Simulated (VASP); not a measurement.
# H4C in VASP: notebook, part 3 of 3

VASP 6.6.1. Earlier steps stand in the parts before.

## Step 4: Single point, LDA

INCAR reads:

```
SYSTEM = H4C
ALGO = Normal
EDIFF = 1E-6
ENCUT = 520
GGA = CA
GGA_COMPAT = .False.
ISIF = 2
ISMEAR = -1
LASPH = .True.
LCHARG = .False.
LREAL = Auto
LWAVE = .False.
NBANDS = 58
NELM = 120
PREC = Accurate
SIGMA = 0.02
```

KPOINTS reads:

```
k-points
0
Gamma
  1 1 1
  0 0 0
```

POSCAR reads:

```
H4C
1.0
    7.3876590000      0.0000000000      0.0000000000
    0.0000000000      7.3876590000      0.0000000000
    0.0000000000      0.0000000000      7.3876590000
C H
8 32
Direct
    0.5110414544      0.5324826173      0.4550968040
    0.7634082732      0.3380637899      0.1027930499
    0.3312822100      0.4514285242      0.8553589168
    0.0525877007      0.8953851281      0.7432395025
    0.9689131564      0.4214460900      0.6353974920
    0.2095657095      0.1085594232      0.2683394022
    0.7199032874      0.8597040010      0.1605650721
    0.5614227728      0.0049271359      0.6759245385
    0.4424405620      0.4567346706      0.3341112523
    0.5507563357      0.4362004256      0.5577680291
    0.4274831851      0.6500976832      0.5228178507
    0.6216042186      0.6038990159      0.4004380819
    0.8903767756      0.3970946683      0.1578443185
    0.8004971534      0.2870056672     -0.0333529201
    0.6405412053      0.3758294745      0.1457565922
    0.8014040713      0.2117044114      0.1485314902
    0.2273250566      0.5424045696      0.7978982246
    0.4427112838      0.4747105951      0.7599565708
    0.3247984240      0.2946806289      0.8263240087
    0.3789563108      0.4809778037      0.9991257041
    0.1723143962      0.8119892919      0.7345899425
   -0.0718495534      0.8101889922      0.7831709612
    0.0127103863      0.9359257107      0.6054421299
    0.0697649959      1.0192403304      0.8279077310
    1.0250202398      0.3726620300      0.7665351094
    0.8723196347      0.5022565335      0.6782121373
    0.9182340441      0.2966027533      0.5668372078
    1.0375140488      0.4950553348      0.5385467846
    0.1343998146      0.0761946376      0.4058931253
    0.1386907544      0.1968823954      0.1895864441
    0.2603937188     -0.0257050305      0.2173760321
    0.3186259680      0.2190409709      0.2929344736
    0.6166364744      0.8979840569      0.2608945540
    0.7208372774      0.7051354157      0.1650996615
    0.8525704827      0.9468628696      0.1819926989
    0.6780090960      0.8966304482      0.0167441405
    0.6079598422     -0.1425214672      0.6715117739
    0.5352033709      0.0748139566      0.5317787407
    0.6544969117      0.0924785511      0.7421430794
    0.4279298760      0.0121824789      0.7456895344
```

Potentials or basis: VASP PAW LDA potentials, release 64 (C, H).

Command:

```bash
> cat potpaw_LDA.64/C/POTCAR potpaw_LDA.64/H/POTCAR > POTCAR
> mpirun -np 1 vasp_gam > vasp.out
```

OUTCAR:

```text
SYSTEM = H4C
   EDIFF = 1E-6
   ENCUT = 520
   GGA = CA
   ISIF = 2
   ISMEAR = -1
   LASPH = .True.
   LREAL = Auto
   NELM = 120
   PREC = Accurate

 ion  position               nearest neighbor table
   1  0.511  0.532  0.455-  12 1.05  10 1.08   9 1.17  11 1.18
   2  0.763  0.338  0.103-  15 1.00  16 1.03  14 1.11  13 1.11
   3  0.331  0.451  0.855-  18 1.10  17 1.11  20 1.14  19 1.18
   4  0.053  0.895  0.743-  21 1.08  23 1.10  24 1.12  22 1.15
   5  0.969  0.421  0.635-  26 0.98  28 1.03  25 1.11  27 1.12
   6  0.210  0.109  0.268-  30 1.02  31 1.13  32 1.16  29 1.18
   7  0.720  0.860  0.161-  33 1.10  36 1.14  34 1.14  35 1.18
   8  0.561  0.005  0.676-  39 1.06  40 1.11  37 1.14  38 1.20
   9  0.442  0.457  0.334-   1 1.17
  10  0.551  0.436  0.558-   1 1.08
  11  0.427  0.650  0.523-   1 1.18
  12  0.622  0.604  0.400-   1 1.05
  13  0.890  0.397  0.158-   2 1.11
  14  0.800  0.287  0.967-   2 1.11
[... 24 lines left out ...]
  39  0.654  0.092  0.742-   8 1.06
  40  0.428  0.012  0.746-   8 1.11

  LATTYP: Found a simple cubic cell.
 ALAT       =     7.3876590000

  Lattice vectors:

 A1 = (   7.3876590000,   0.0000000000,   0.0000000000)
 A2 = (   0.0000000000,   7.3876590000,   0.0000000000)
 A3 = (   0.0000000000,   0.0000000000,   7.3876590000)

Analysis of symmetry for initial positions (statically):
=====================================================================
 Subroutine PRICEL returns:
 Original cell was already a primitive cell.

 Routine SETGRP: Setting up the symmetry group for a
 simple cubic supercell.

 Subroutine GETGRP returns: Found  1 space group operations
 (whereof  1 operations were pure point group operations)
 out of a pool of 48 trial point group operations.

The static configuration has the point symmetry C_1 .

Analysis of symmetry for dynamics (positions and initial velocities):
=====================================================================
 Subroutine PRICEL returns:
 Original cell was already a primitive cell.

 Routine SETGRP: Setting up the symmetry group for a
 simple cubic supercell.

 Subroutine GETGRP returns: Found  1 space group operations
 (whereof  1 operations were pure point group operations)
 out of a pool of 48 trial point group operations.

The dynamic configuration has the point symmetry C_1 .

 Subroutine INISYM returns: Found  1 space group operations
 (whereof  1 operations are pure point group operations),
 and found     1 'primitive' translations

----------------------------------------------------------------------------------------

                                     Primitive cell

  volume of cell :     403.2000

  direct lattice vectors                    reciprocal lattice vectors
     7.387659000  0.000000000  0.000000000     0.135360877  0.000000000  0.000000000
     0.000000000  7.387659000  0.000000000     0.000000000  0.135360877  0.000000000
     0.000000000  0.000000000  7.387659000     0.000000000  0.000000000  0.135360877

  length of vectors
     7.387659000  7.387659000  7.387659000     0.135360877  0.135360877  0.135360877

  position of ions in fractional coordinates (direct lattice)
     0.511041454  0.532482617  0.455096804
     0.763408273  0.338063790  0.102793050
     0.331282210  0.451428524  0.855358917
     0.052587701  0.895385128  0.743239503
     0.968913156  0.421446090  0.635397492
     0.209565709  0.108559423  0.268339402
[... 32 lines left out ...]
     0.654496912  0.092478551  0.742143079
     0.427929876  0.012182479  0.745689534

  ion indices of the primitive-cell ions
   primitive index   ion index
                 1           1
                 2           2
                 3           3
                 4           4
                 5           5
                 6           6
[... 32 lines left out ...]
                39          39
                40          40

----------------------------------------------------------------------------------------

 KPOINTS: k-points

Automatic generation of k-mesh.
 Grid dimensions read from file:
 generate k-points for:    1    1    1

 Generating k-lattice:

  Cartesian coordinates                     Fractional coordinates (reciprocal lattice)
     0.135360877  0.000000000  0.000000000     1.000000000  0.000000000  0.000000000
     0.000000000  0.135360877  0.000000000     0.000000000  1.000000000  0.000000000
     0.000000000  0.000000000  0.135360877     0.000000000  0.000000000  1.000000000

  Length of vectors
     0.135360877  0.135360877  0.135360877

  Shift w.r.t. Gamma in fractional coordinates (k-lattice)
     0.000000000  0.000000000  0.000000000

 Subroutine IBZKPT returns following result:
 ===========================================

 Found      1 irreducible k-points:

 Following reciprocal coordinates:
            Coordinates               Weight
  0.000000  0.000000  0.000000      1.000000
   k-points           NKPTS =      1   k-points in BZ     NKDIM =      1   number of bands    NBANDS=     58
   number of dos      NEDOS =    301   number of ions     NIONS =     40
   total plane-waves  NPLWV = 175616
   dimension x,y,z NGX =    56 NGY =   56 NGZ =   56
   dimension x,y,z NGXF=   112 NGYF=  112 NGZF=  112
   ions per type =               8  32
   NGX,Y,Z   is equivalent  to a cutoff of  12.60, 12.60, 12.60 a.u.
   NGXF,Y,Z  is equivalent  to a cutoff of  25.20, 25.20, 25.20 a.u.
 SYSTEM =  H4C
   PREC   = accura    normal or accurate (medium, high low for compatibility)
   ISTART =      0    job   : 0-new  1-cont  2-samecut
   ICHARG =      2    charge: 1-file 2-atom 10-const
   ISPIN  =      1    spin polarized calculation?
   LNONCOLLINEAR =      F non collinear calculations
   LSORBIT =      F    spin-orbit coupling
   LASPH  =      T    aspherical Exc in radial PAW
   ENCUT  =  520.0 eV  38.22 Ry    6.18 a.u.  13.74 13.74 13.74*2*pi/ulx,y,z
   NELM   =    120;   NELMIN=  2; NELMDL= -5     # of ELM steps
   EDIFF  = 0.1E-05   stopping-criterion for ELM
   LREAL  =      T    real-space projection
   EDIFFG = 0.1E-04   stopping-criterion for IOM
   NSW    =      0    number of steps for IOM
   IBRION =     -1    ionic relax: 0-MD 1-quasi-New 2-CG
   NFREE  =      0    steps in history (QN), initial steepest desc. (CG)
   ISIF   =      2    stress and relaxation
   ISYM   =      2    0-nonsym 1-usesym 2-fastsym
   POTIM  = 0.5000    time-step for ionic-motion
   TEBEG  =    0.0;   TEEND  =   0.0 temperature during run
   PSTRESS=    0.0 pullay stress
   NELECT =      64.0000    total number of electrons
   NUPDOWN=      -1.0000    fix difference up-down
   EMIN   =  10.00;   EMAX   =-10.00  energy-range for DOS
   EFERMI =   0.00;   METHOD = LEGACY
   ISMEAR =    -1;   SIGMA  =   0.02  broadening in eV -4-tet -1-fermi 0-gaus
   EFERMI_NEDOS =   21; number of points for ismear=-14 and -15
   IALGO  =     38    algorithm
   IMIX   =      4    mixing-type and parameters
     AMIX     =   0.40;   BMIX     =  1.00
     AMIX_MAG =   1.60;   BMIX_MAG =  1.00
  volume/ion in A,a.u.               =      10.08        68.02
  Fermi-wavevector in a.u.,A,eV,Ry     =   0.886396  1.675046 10.690078  0.785699
  Thomas-Fermi vector in A             =   2.007557
   LORBIT       =      0    0 simple, 1 ext, 2 COOP (PROOUT), +10 PAW based schemes
   GGA     = CA    functional components
   LHFCALC =     F    Hartree Fock is set to
   AEXX    =    0.0000 exact exchange contribution
   IVDW    =     0    specifies the selected vdW correction
   LEPSILON=     F    determine dielectric tensor
   LRPA    =     F    only Hartree local field effects (RPA)
 non-spin polarized calculation
  energy-cutoff  :      520.00
  volume of cell :      403.20
 maximum number of plane-waves:      5414
 NGX is ok and might be reduce to    54
   NGX = 27   NGY = 27   NGZ = 27

 number of electron      64.0000000 magnetization

 Free energy of the ion-electron system (eV)
  ---------------------------------------------------
  ext. energy  EPLUGINS =         0.00000000
  ---------------------------------------------------
  free energy    TOTEN  =      -195.73471974 eV

  energy without entropy =     -195.73471974  energy(sigma->0) =     -195.73471974

 E-fermi :  -4.5117     XC(G=0):  -6.8132

 val. band max:       -5.0441656122   @ k =   0.0000   0.0000   0.0000
 cond. band min:       0.8080388516   @ k =   0.0000   0.0000   0.0000
 fundamental gap:      5.8522044639
 Fermi energy:        -4.5116541716

 k-point     1 :       0.0000    0.0000    0.0000
  band No.  band energies     occupation
      1     -15.0931      2.00000
      2     -14.7633      2.00000
      3     -14.4815      2.00000
      4     -14.4076      2.00000
      5     -14.3043      2.00000
      6     -14.1069      2.00000
[... 36 lines left out ...]
     43       4.0214      0.00000
     44       4.1153      0.00000
 [bands above 44 left out]

------------------------ aborting loop because EDIFF is reached ----------------------------------------

  FORCE on cell =-STRESS in cart. coord.  units (eV):
  Direction    XX          YY          ZZ          XY          YZ          ZX
  --------------------------------------------------------------------------------------
  -------------------------------------------------------------------------------------
  Total        7.0512309     -6.6057251     -4.0187950     -3.8188904     -3.2573635     -1.2153625
  in kB       28.0191526    -26.2488667    -15.9693010    -15.1749493    -12.9436357     -4.8294303
  external PRESSURE =      -4.7330050 kB  Pullay stress =       0.0000000 kB

 VOLUME and BASIS-vectors are now :
 -----------------------------------------------------------------------------
  energy-cutoff  :      520.00
  volume of cell :      403.20
      direct lattice vectors                 reciprocal lattice vectors
     7.387659000  0.000000000  0.000000000     0.135360877  0.000000000  0.000000000
     0.000000000  7.387659000  0.000000000     0.000000000  0.135360877  0.000000000
     0.000000000  0.000000000  7.387659000     0.000000000  0.000000000  0.135360877

 POSITION                                       TOTAL-FORCE (eV/Angst)
 -----------------------------------------------------------------------------------
      3.77540      3.93380      3.36210        -2.612063      0.626233     -0.506028
      5.63980      2.49750      0.75940         5.417889     -0.975448     -1.938826
      2.44740      3.33500      6.31910         1.398930     -1.434252      0.018430
      0.38850      6.61480      5.49080        -2.048784     -0.162115     -0.021545
      7.15800      3.11350      4.69410         1.204022     -4.980483      0.408527
      1.54820      0.80200      1.98240         2.014696     -1.070707      3.912728
[... 32 lines left out ...]
      4.83520      0.68320      5.48270         0.952469      0.541988      0.761127
      3.16140      0.09000      5.50890         0.406035     -0.056562     -0.064941
 -----------------------------------------------------------------------------------
    total drift:                                0.009469      0.004723     -0.004573

  FREE ENERGIE OF THE ION-ELECTRON SYSTEM (eV)
  ---------------------------------------------------
  free  energy   TOTEN  =      -195.7347197441 eV

  energy  without entropy=     -195.7347197441  energy(sigma->0) =     -195.73471974
```

Run time: 29 s. Hardware: 1 thread of AMD EPYC 9R45 (Zen 5), shared host; peak memory 0.24 GiB.

What came out:

| Quantity | Value |
| --- | --- |
| Free energy | -195.7347 eV |
| Pressure | -0.5 GPa |
| Largest force | 5.836 eV/Å |
| Band gap on the k mesh | 5.85 eV |

Forces on the atoms (eV/Å):
```
C   -2.612  0.626 -0.506
C    5.418 -0.975 -1.939
C    1.399 -1.434  0.018
C   -2.049 -0.162 -0.022
C    1.204 -4.980  0.409
C    2.015 -1.071  3.913
C    0.733  0.129 -1.018
C   -1.578 -0.244 -2.280
H    0.357  1.038  1.551
H    0.335 -0.384  0.188
H    0.467 -1.720 -0.995
H    1.607  0.500 -0.614
H   -0.679  1.152 -0.199
H   -0.934  1.311 -0.677
H   -3.399  1.354  0.772
H   -0.318 -2.830  1.953
H   -0.192 -0.630  0.665
H    0.472  0.454  0.489
H   -0.840  1.838  0.715
H   -0.572 -0.192 -1.130
H    0.492 -0.289  0.172
H    1.319  0.751  0.214
H    0.267  0.228 -0.132
H   -0.053 -0.584 -0.136
H    0.746  0.343 -0.926
H   -4.396  2.861  1.299
H   -0.295  0.502  0.158
H    2.233  1.114 -1.265
H    0.942  0.750 -1.729
H   -2.590  0.985 -2.421
H   -0.168  1.109 -0.243
H   -0.181 -1.737  0.442
H   -0.011  0.382 -0.142
H    0.788  1.368  0.007
H   -1.443 -1.750  0.070
H   -0.051 -0.180  1.065
H   -0.232  1.289 -0.228
H    0.439 -1.407  1.806
H    0.952  0.542  0.761
H    0.406 -0.057 -0.065
```

Stress tensor (GPa, compression positive):
```
 2.80 -1.52 -0.48
-1.52 -2.62 -1.29
-0.48 -1.29 -1.60
```

Caveat: the k points lie up to 0.85 Å⁻¹ apart.
